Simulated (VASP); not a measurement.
# Ge (P6_3/mmc) in VASP: a series of runs

The runs below take Ge through single point, with PBE, PBEsol.

Everything below comes from runs of VASP 6.6.1. Logs are shortened: lines on timing, memory, paths and dates and some standing lists are left out, and cuts for length are marked.

## 1. The cell of the first run

The structure is hexagonal, space group P6_3/mmc (No. 194). Conventional cell: a = 3.998 Å, b = 3.998 Å, c = 6.599 Å, α = 90.00°, β = 90.00°, γ = 120.00°. Within 3.2 Å of Ge (site symmetry 3m) lie 4 Ge at 2.45 to 2.47 Å.

## 2. Single point, PBE

Input file INCAR:

```
SYSTEM = Ge
ALGO = Normal
EDIFF = 1E-7
ENCUT = 520
GGA = PE
ISIF = 2
ISMEAR = 0
LASPH = .True.
LCHARG = .False.
LREAL = .False.
LWAVE = .False.
NBANDS = 36
NELM = 60
PREC = Accurate
SIGMA = 0.018000000000000002
```

Input file KPOINTS:

```
k-points
0
Gamma
  8 8 4
  0 0 0
```

Input file POSCAR:

```
Ge
1.0
    3.9975858431      0.0000000000      0.0000000000
   -1.9987929216      3.4620108940      0.0000000000
    0.0000000000      0.0000000000      6.5993779500
Ge
4
Direct
    0.3333333333      0.6666666667      0.9370987500
    0.6666666667      0.3333333333      0.4370987500
    0.3333333333      0.6666666667      0.5629012500
    0.6666666667      0.3333333333      0.0629012500
```

Potentials or basis: VASP PAW PBE potentials, release 64 (Ge_d).

Started as:

```sh
$ cat potpaw_PBE.64/Ge_d/POTCAR > POTCAR
$ mpirun -np 1 vasp_std > vasp.out
```

OUTCAR:

```text
SYSTEM = Ge
   EDIFF = 1E-7
   ENCUT = 520
   GGA = PE
   ISIF = 2
   ISMEAR = 0
   LASPH = .True.
   LREAL = .False.
   NELM = 60
   PREC = Accurate

 ion  position               nearest neighbor table
   1  0.333  0.667  0.937-   4 2.45   4 2.45   4 2.45   3 2.47
   2  0.667  0.333  0.437-   3 2.45   3 2.45   3 2.45   4 2.47
   3  0.333  0.667  0.563-   2 2.45   2 2.45   2 2.45   1 2.47
   4  0.667  0.333  0.063-   1 2.45   1 2.45   1 2.45   2 2.47

  LATTYP: Found a hexagonal cell.
 ALAT       =     3.9975858431
 C/A-ratio  =     1.6508408347

  Lattice vectors:

 A1 = (   3.9975858431,   0.0000000000,   0.0000000000)
 A2 = (  -1.9987929216,   3.4620108940,   0.0000000000)
 A3 = (   0.0000000000,   0.0000000000,   6.5993779500)

Analysis of symmetry for initial positions (statically):
=====================================================================
 Subroutine PRICEL returns:
 Original cell was already a primitive cell.

 Routine SETGRP: Setting up the symmetry group for a
 hexagonal supercell.

 Subroutine GETGRP returns: Found 24 space group operations
 (whereof 12 operations were pure point group operations)
 out of a pool of 24 trial point group operations.

The static configuration has the point symmetry D_3d.
 The point group associated with its full space group is D_6h.

Analysis of symmetry for dynamics (positions and initial velocities):
=====================================================================
 Subroutine PRICEL returns:
 Original cell was already a primitive cell.

 Routine SETGRP: Setting up the symmetry group for a
 hexagonal supercell.

 Subroutine GETGRP returns: Found 24 space group operations
 (whereof 12 operations were pure point group operations)
 out of a pool of 24 trial point group operations.

The dynamic configuration has the point symmetry D_3d.
 The point group associated with its full space group is D_6h.

 Subroutine INISYM returns: Found 24 space group operations
 (whereof 12 operations are pure point group operations),
 and found     1 'primitive' translations

----------------------------------------------------------------------------------------

                                     Primitive cell

  volume of cell :      91.3333

  direct lattice vectors                    reciprocal lattice vectors
[... 83 lines left out ...]
   ISTART =      0    job   : 0-new  1-cont  2-samecut
   ICHARG =      2    charge: 1-file 2-atom 10-const
   ISPIN  =      1    spin polarized calculation?
   LNONCOLLINEAR =      F non collinear calculations
   LSORBIT =      F    spin-orbit coupling
   LASPH  =      T    aspherical Exc in radial PAW
   ENCUT  =  520.0 eV  38.22 Ry    6.18 a.u.   7.43  7.43 12.27*2*pi/ulx,y,z
   NELM   =     60;   NELMIN=  2; NELMDL= -5     # of ELM steps
   EDIFF  = 0.1E-06   stopping-criterion for ELM
   LREAL  =      F    real-space projection
   EDIFFG = 0.1E-05   stopping-criterion for IOM
   NSW    =      0    number of steps for IOM
   IBRION =     -1    ionic relax: 0-MD 1-quasi-New 2-CG
   NFREE  =      0    steps in history (QN), initial steepest desc. (CG)
   ISIF   =      2    stress and relaxation
   ISYM   =      2    0-nonsym 1-usesym 2-fastsym
   POTIM  = 0.5000    time-step for ionic-motion
   TEBEG  =    0.0;   TEEND  =   0.0 temperature during run
   PSTRESS=    0.0 pullay stress
   NELECT =      56.0000    total number of electrons
   NUPDOWN=      -1.0000    fix difference up-down
   EMIN   =  10.00;   EMAX   =-10.00  energy-range for DOS
   EFERMI =   0.00;   METHOD = LEGACY
   ISMEAR =     0;   SIGMA  =   0.02  broadening in eV -4-tet -1-fermi 0-gaus
   EFERMI_NEDOS =   21; number of points for ismear=-14 and -15
   IALGO  =     38    algorithm
   IMIX   =      4    mixing-type and parameters
     AMIX     =   0.40;   BMIX     =  1.00
     AMIX_MAG =   1.60;   BMIX_MAG =  1.00
  volume/ion in A,a.u.               =      22.83       154.09
  Fermi-wavevector in a.u.,A,eV,Ry     =   1.390789  2.628209 26.317650  1.934293
  Thomas-Fermi vector in A             =   2.514690
   LORBIT       =      0    0 simple, 1 ext, 2 COOP (PROOUT), +10 PAW based schemes
   GGA     = PE    functional components
   LHFCALC =     F    Hartree Fock is set to
   AEXX    =    0.0000 exact exchange contribution
   IVDW    =     0    specifies the selected vdW correction
   LEPSILON=     F    determine dielectric tensor
   LRPA    =     F    only Hartree local field effects (RPA)
 non-spin polarized calculation
 Gauss-broadening in eV      SIGMA  =   0.02
  energy-cutoff  :      520.00
  volume of cell :       91.33
 maximum number of plane-waves:      2491
 NGX is ok and might be reduce to    30
   NGX = 15   NGY = 15   NGZ = 25

 number of electron      56.0000053 magnetization

 Free energy of the ion-electron system (eV)
  ---------------------------------------------------
  ext. energy  EPLUGINS =         0.00000000
  ---------------------------------------------------
  free energy    TOTEN  =       -17.95953468 eV

  energy without entropy =      -17.95953468  energy(sigma->0) =      -17.95953468

 E-fermi :   5.0188     XC(G=0):  -9.8793

 val. band max:        4.9591083723   @ k =   0.0000   0.0000   0.0000
 cond. band min:       5.0804574861   @ k =   0.0000   0.0000   0.0000
 fundamental gap:      0.1213491138
 Fermi energy:         5.0188235008

 k-point     1 :       0.0000    0.0000    0.0000
  band No.  band energies     occupation
      1     -19.9305      2.00000
      2     -19.9305      2.00000
      3     -19.8925      2.00000
      4     -19.8925      2.00000
      5     -19.8925      2.00000
      6     -19.8796      2.00000
[... 925 lines left out ...]
     35      12.4274      0.00000
     36      12.4274      0.00000

 [... further k-points ...]
[... 5 lines left out ...]
  --------------------------------------------------------------------------------------
  -------------------------------------------------------------------------------------
  Total        1.7061940      1.7061940      1.5817402     -0.0000000      0.0000000      0.0000000
  in kB       29.9302107     29.9302107     27.7470301     -0.0000000      0.0000000      0.0000000
  external PRESSURE =      29.2024838 kB  Pullay stress =       0.0000000 kB

 VOLUME and BASIS-vectors are now :
 -----------------------------------------------------------------------------
  energy-cutoff  :      520.00
  volume of cell :       91.33
      direct lattice vectors                 reciprocal lattice vectors
     3.997585843  0.000000000  0.000000000     0.250150976  0.144424733  0.000000000
    -1.998792922  3.462010894  0.000000000     0.000000000  0.288849467  0.000000000
     0.000000000  0.000000000  6.599377950     0.000000000  0.000000000  0.151529433

 POSITION                                       TOTAL-FORCE (eV/Angst)
 -----------------------------------------------------------------------------------
     -0.00000      2.30801      6.18427         0.000000     -0.000000     -0.019018
      1.99879      1.15400      2.88458        -0.000000      0.000000     -0.019018
     -0.00000      2.30801      3.71480         0.000000     -0.000000      0.019018
      1.99879      1.15400      0.41511        -0.000000      0.000000      0.019018
 -----------------------------------------------------------------------------------
    total drift:                               -0.000000      0.000000     -0.000000

  FREE ENERGIE OF THE ION-ELECTRON SYSTEM (eV)
  ---------------------------------------------------
  free  energy   TOTEN  =       -17.9595346839 eV

  energy  without entropy=      -17.9595346826  energy(sigma->0) =      -17.95953468
```

stdout:

```text
POSCAR found type information on POSCAR Ge
 POSCAR found :  1 types and       4 ions
 scaLAPACK will be used
 LDA part: xc-table for (Slater+PW92), standard interpolation
 POSCAR, INCAR and KPOINTS ok, starting setup
 FFT: planning ... GRIDC
 FFT: planning ... GRID_SOFT
 FFT: planning ... GRID
 WAVECAR not read
 entering main loop
```

Run time: 1.8 min. Hardware: 1 thread of Intel Xeon 6975P-C, shared host; peak memory 0.24 GiB.

Results:

```
Free energy            : -17.9595 eV
Pressure               : 2.9 GPa
Largest force          : 0.019 eV/Å
Band gap on the k mesh : 0.12 eV, direct
```

Forces on the atoms (eV/Å):
```
Ge   0.000  0.000 -0.019
Ge   0.000  0.000 -0.019
Ge   0.000  0.000  0.019
Ge   0.000  0.000  0.019
```

A k mesh can miss the band edges.

## 3. Single point, PBE

Input file INCAR:

```
  PREC = Accurate
  ENCUT = 520
  EDIFF = 1E-6
  ISMEAR = 0
  SIGMA = 0.019000000000000003
  LREAL = F
  LASPH = T
  NELM = 80
  ALGO = Normal
  ISIF = 2
  LWAVE = F
  LCHARG = F
  GGA = PE
  NBANDS = 36
```

Input file KPOINTS:

```
Automatic mesh
0
Gamma
  8 8 4
```

POSCAR is that of step 2.

Potentials or basis: VASP PAW PBE potentials, release 64 (Ge_d).

Started as:

```sh
$ cat potpaw_PBE.64/Ge_d/POTCAR > POTCAR
$ mpirun -np 1 vasp_std > vasp.out
```

It took 93 s on 1 thread of Intel Xeon 6975P-C, shared host; peak memory 0.23 GiB.

Results (log left out):

* Free energy: -17.9595 eV
* Pressure: 2.9 GPa
* Largest force: 0.019 eV/Å
* Band gap on the k mesh: 0.12 eV, direct

Forces on the atoms (eV/Å):
```
Ge   0.000  0.000 -0.019
Ge   0.000  0.000 -0.019
Ge   0.000  0.000  0.019
Ge   0.000  0.000  0.019
```

Stress tensor (GPa, compression positive):
```
2.95 0.00 0.00
0.00 2.95 0.00
0.00 0.00 2.72
```

Levels at points of the mesh, in eV from the valence-band top:
| k point | band 25 | band 26 | band 27 | band 28 | band 29 | band 30 | band 31 | band 32 |
| --- | --- | --- | --- | --- | --- | --- | --- | --- |
| (0.00, 0.00, 0.00) | -1.48 | -0.15 | -0.07 | 0.00 | 0.12 | 0.12 | 2.27 | 2.27 |
| (0.50, 0.00, 0.00) | -4.57 | -3.06 | -2.80 | -1.44 | 0.55 | 1.66 | 3.58 | 3.72 |
| (0.00, 0.00, 0.50) | -0.85 | -0.85 | -0.85 | -0.85 | 0.70 | 0.70 | 3.38 | 3.38 |
| (0.50, 0.00, 0.50) | -2.54 | -2.54 | -2.40 | -2.40 | 0.54 | 0.54 | 2.13 | 2.13 |

## 4. Single point, PBE

INCAR, as its differences from that of step 3:

```diff
@@ -4,3 +4,3 @@
   ISMEAR = 0
-  SIGMA = 0.019000000000000003
+  SIGMA = 0.02
   LREAL = F
```

KPOINTS is that of step 3.

POSCAR is that of step 3.

Started as:

```sh
$ cat potpaw_PBE.64/Ge_d/POTCAR > POTCAR
$ mpirun -np 1 vasp_std > vasp.out
```

Wall time 83 s (1 thread of Intel Xeon 6975P-C, shared host); peak memory 0.23 GiB.

Results (log left out):

```yaml
Free_energy: -17.9595 eV
Pressure: 2.9 GPa
Largest_force: 0.019 eV/Å
Band_gap_on_the_k_mesh: 0.12 eV, direct
```

Forces in eV/Å, atoms in the order of the input:
```
Ge   0.000  0.000 -0.019
Ge   0.000  0.000 -0.019
Ge   0.000  0.000  0.019
Ge   0.000  0.000  0.019
```

Stress tensor (GPa, compression positive):
```
2.95 0.00 0.00
0.00 2.95 0.00
0.00 0.00 2.72
```

Levels at points of the mesh, in eV from the valence-band top:
```
           k point  band 26  band 27  band 28  band 29  band 30  band 31
(0.00, 0.00, 0.00)    -0.15    -0.07     0.00     0.12     0.12     2.27
(0.50, 0.00, 0.00)    -3.06    -2.80    -1.44     0.55     1.66     3.58
(0.00, 0.00, 0.50)    -0.85    -0.85    -0.85     0.70     0.70     3.38
(0.50, 0.00, 0.50)    -2.54    -2.40    -2.40     0.54     0.54     2.13
```

## 5. Single point, PBEsol (volume scaled by 0.94)

Input file INCAR:

```
SYSTEM = Ge
  ALGO = Normal
  EDIFF = 1E-6
  ENCUT = 520
  GGA = PS
  ISIF = 2
  ISMEAR = -1
  LASPH = .True.
  LCHARG = .True.
  LELF = .True.
  LREAL = .False.
  LVHAR = .True.
  LWAVE = .False.
  NBANDS = 36
  NELM = 60
  PREC = Accurate
  SIGMA = 0.05
```

Input file KPOINTS:

```
k-points
0
Gamma
  8 8 4
  0 0 0
```

Input file POSCAR:

```
Ge
1.0
    3.9159795603      0.0000000000      0.0000000000
   -1.9579897802      3.3913377800      0.0000000000
    0.0000000000      0.0000000000      6.4646589660
Ge
4
Direct
    0.3333333333      0.6666666667      0.9370987500
    0.6666666667      0.3333333333      0.4370987500
    0.3333333333      0.6666666667      0.5629012500
    0.6666666667      0.3333333333      0.0629012500
```

Started as:

```sh
$ cat potpaw_PBE.64/Ge_d/POTCAR > POTCAR
$ mpirun -np 1 vasp_std > vasp.out
```

Wall time 66 s (1 thread of AMD EPYC 7R43 (Zen 3), shared host); peak memory 0.19 GiB.

The run converged. Its results:

| Property | Result |
| --- | --- |
| Free energy | -19.6033 eV |
| Pressure | 4.6 GPa |
| Largest force | 0.024 eV/Å |
| Band gap on the k mesh | zero (filled and empty bands touch) |

Forces in eV/Å, atoms in the order of the input:
```
Ge   0.000  0.000 -0.024
Ge   0.000  0.000 -0.024
Ge   0.000  0.000  0.024
Ge   0.000  0.000  0.024
```

Stress tensor (GPa, compression positive):
```
4.74 0.00 0.00
0.00 4.74 0.00
0.00 0.00 4.41
```

Levels at points of the mesh, in eV from the Fermi level:
```csv
k point,band 25,band 26,band 27,band 28,band 29,band 30,band 31,band 32
"(0.00, 0.00, 0.00)",-1.71,-0.30,-0.09,0.01,0.01,0.42,2.11,2.11
"(0.50, 0.00, 0.00)",-5.06,-3.42,-3.20,-1.67,0.27,1.67,3.36,3.58
"(0.00, 0.00, 0.50)",-1.04,-1.04,-1.04,-1.04,0.72,0.72,3.27,3.27
"(0.50, 0.00, 0.50)",-2.84,-2.84,-2.72,-2.72,0.38,0.38,1.88,1.88
```

Caveat: the PAW data sets were made with another functional, which shifts forces and pressure a little.

## 6. Summary

```csv
level,cell,smearing,gap on the mesh (eV),pressure (GPa),largest force (eV/Å)
PBE,"a = 3.998, b = 3.998, c = 6.599 Å, angles 90.0, 90.0, 120.0°, 4 atoms",gaussian 0.018 eV,0.12,2.9,0.02
PBE,"a = 3.998, b = 3.998, c = 6.599 Å, angles 90.0, 90.0, 120.0°, 4 atoms",gaussian 0.019 eV,0.12,2.9,0.02
PBE,"a = 3.998, b = 3.998, c = 6.599 Å, angles 90.0, 90.0, 120.0°, 4 atoms",gaussian 0.02 eV,0.12,2.9,0.02
PBEsol,"a = 3.916, b = 3.916, c = 6.465 Å, angles 90.0, 90.0, 120.0°, 4 atoms",fermi-dirac 0.05 eV,none,4.6,0.02
```

Alike in all rows: task single point; potentials or basis VASP PAW PBE potentials, release 64 (Ge_d); no spin polarisation; k mesh 8 × 8 × 4; cutoff (eV) 520.

On the cell as given the gap runs from 0.12 eV (PBE) to 0.12 eV (PBE).

Caveats: the PAW data sets were made with another functional, which shifts forces and pressure a little (some runs).

Absolute energies hang on the potentials; compare differences alone.
